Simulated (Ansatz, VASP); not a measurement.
One calculation of MgO, two programs

INCAR

```
  ALGO = Normal
  EDIFF = 1E-7
  ENCUT = 520
  GGA = PE
  ISIF = 2
  ISMEAR = 0
  LASPH = T
  LCHARG = F
  LREAL = F
  LWAVE = F
  NBANDS = 16
  NELM = 60
  PREC = Accurate
  SIGMA = 0.02
```

File KPOINTS:

```
k-points
0
Gamma
  9 9 6
```

POSCAR

```
MgO
1.0
    3.3077869865      0.0000000000      0.0000000000
   -1.6538934933      2.8646275606      0.0000000000
    0.0000000000      0.0000000000      4.9828816700
Mg O
2 2
Direct
    0.3627701481      0.7288597461     -0.0640529501
    0.6666666700      0.3333333300      0.5021597400
    0.3333333300      0.6666666700      0.4024402600
    0.6666666700      0.3333333300      0.9024402600
```

Input for Ansatz:

```yaml
crystal:
  lattice:
    - [3.3077869865, 0.0, 0.0]
    - [-1.6538934933, 2.8646275606, 0.0]
    - [0.0, 0.0, 4.98288167]
  atoms:
    - { symbol: Mg, position: [0.3627701481, 0.7288597461, -0.0640529501] }
    - { symbol: Mg, position: [0.66666667, 0.33333333, 0.50215974] }
    - { symbol: O, position: [0.33333333, 0.66666667, 0.40244026] }
    - { symbol: O, position: [0.66666667, 0.33333333, 0.90244026] }
basis:
  ecutwfc: 420
kpoints:
  mp_grid: { grid: [9, 9, 6] }
hamiltonian:
  xc: pbe
scf:
  occupations: { method: gaussian, width: 0.02 }
output:
  forces: true
  stress: true
  eigenvalues: true
  write_density: true
  write_potential: true
  elf: true
  volumetric_format: npy
```

Change from the starting cell: one atom moved.

Alike in both runs: task single point; functional PBE; k mesh 9 × 9 × 6; occupations gaussian, width 0.02 eV; no spin polarisation.

```csv
,VASP,Ansatz
version,VASP 6.6.1,Ansatz 0.2.0
potentials or method,"VASP PAW PBE potentials, release 64 (Mg, O), cutoff 520 eV","scalar-relativistic, plane waves, PAW"
valence electrons in the cell,16,32
```

|  | VASP | Ansatz | Ansatz less VASP |
| --- | --- | --- | --- |
| gap on the k mesh at the Fermi level (eV) | 3.16 | 3.18 | +0.017 |
| least direct gap on the mesh (eV) | 3.16 | 3.18 | +0.017 |
| pressure (GPa) | 7.1 | 7.3 | +0.22 |
| traceless stress, the component that is largest in VASP (GPa) | 14.91 | 14.59 | -0.315 |
| rms of the force components (eV/Å) | 1.722 | 1.690 | -0.0320 |

Atom by atom the forces differ by 0.033 eV/Å (rms over components). VASP's potentials hold 16 valence electrons a cell and Ansatz's 32, so a difference there can come from the potentials and not from the codes.
